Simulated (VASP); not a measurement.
Wanted: the native input for a VASP 6.6.1 run.

- Task: single point
- Functional: PBEsol
- Potentials or basis: VASP PAW PBE potentials, release 64 (Pt)
- Cutoff: 520 eV
- k mesh: 16 × 16 × 16
- Occupations: fermi-dirac, width 0.1 eV
- Spin: no spin polarisation
- Dipole correction: no
- Further INCAR settings: ALGO = Normal; EDIFF = 1e-06; NBANDS = 11

The structure of Pt lies in POSCAR:

```
Pt
1.0
   -1.5185982690      1.5185982690      1.5185982690
    1.5185982690     -1.5185982690      1.5185982690
    1.5185982690      1.5185982690     -1.5185982690
Pt
1
Direct
    0.0000000000      0.0000000000      0.0000000000
```

This cell differs from its parent crystal: volume scaled by 0.92.

One way to write it, as run:

INCAR

```
SYSTEM = Pt
  PREC = Accurate
  ENCUT = 520
  EDIFF = 1E-6
  ISMEAR = -1
  SIGMA = 0.1
  LREAL = .False.
  LASPH = .True.
  NELM = 100
  ALGO = Normal
  ISIF = 2
  LWAVE = .False.
  LCHARG = .False.
  GGA = PS
  NBANDS = 11
```

KPOINTS

```
regular mesh
0
Gamma
  16 16 16
  0 0 0
```

Potentials or basis: VASP PAW PBE potentials, release 64 (Pt).

Command:

```bash
$ cat potpaw_PBE.64/Pt/POTCAR > POTCAR
$ mpirun -np 1 vasp_std > vasp.out
```

Results of the run:

| Quantity | Value |
| --- | --- |
| Pressure | 28.3 GPa |
| Band gap on the k mesh | zero (band 5 reaches 13.55 eV, above the bottom of band 6 at 10.93 eV) |

Caveat: the PAW data sets were made with another functional, which shifts forces and pressure a little; spin-orbit coupling is left out, which moves the levels of the heavy elements.

It took 7.4 s on 1 thread of AMD EPYC 9R45 96-Core Processor (Zen 5), with other jobs on the host, peak memory 0.11 GiB.
